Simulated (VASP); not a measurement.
A run of VASP 6.6.1 is set up as follows.

Contents of POSCAR:

```
AlN
1.0
   -3.1110021516      0.0000000000      0.0000000000
   -1.5555010758     -2.6942068945      0.0000000000
    0.0000000000      0.0000000000     14.4560000000
Al N
4 4
Direct
    0.3333333333      0.3333333333      0.6224221776
    0.3333333333      0.3333333333      0.2780668926
    0.6666666667      0.6666666667      0.1058892501
    0.6666666667      0.6666666667      0.4502445351
    0.3333333333      0.3333333333      0.0662883924
    0.3333333333      0.3333333333      0.4106436774
    0.6666666667      0.6666666667      0.2384660349
    0.6666666667      0.6666666667      0.5828213199
```

Contents of INCAR.step1:

```
PREC = Accurate ; ENCUT = 520
ISMEAR = 0 ; SIGMA = 0.05
LREAL = False ; LASPH = True
NELM = 80 ; NBANDS = 26
GGA = PE ; ALGO = Normal
EDIFF = 1E-4 ; LWAVE = True
LCHARG = False
```

File INCAR.step2:

```
PREC = Accurate ; ENCUT = 520
EDIFF = 1E-6 ; ISMEAR = 0
SIGMA = 0.05 ; LREAL = False
LASPH = True ; NELM = 80
ALGO = Normal ; ISIF = 2
LWAVE = False ; LCHARG = False
METAGGA = R2SCAN ; LMIXTAU = True
NBANDS = 26 ; ISTART = 1
```

The input KPOINTS:

```
Automatic mesh
0
Gamma
  8 8 3
```

Potentials or basis: VASP PAW PBE potentials, release 64 (Al, N).

Run with:

```console
$ cat potpaw_PBE.64/Al/POTCAR potpaw_PBE.64/N/POTCAR > POTCAR
$ cp INCAR.step1 INCAR
$ mpirun -np 1 vasp_std > vasp.out
$ cp INCAR.step2 INCAR
$ mpirun -np 1 vasp_std > vasp.out
```

Question: What does it give for the largest force?

Answer: 2.277 eV/Å.

Question: Estimate the pressure.

Answer: -1.7 GPa.

Question: What does it give for the band gap on the k mesh?

Answer: Zero (band 16 reaches 3.68 eV, above the bottom of band 17 at 3.41 eV).

Stress tensor (GPa, compression positive):
```
-1.97  0.00  0.00
 0.00 -1.97  0.00
 0.00  0.00 -1.07
```

Caveat: the PAW data sets were made with another functional, which shifts forces and pressure a little.
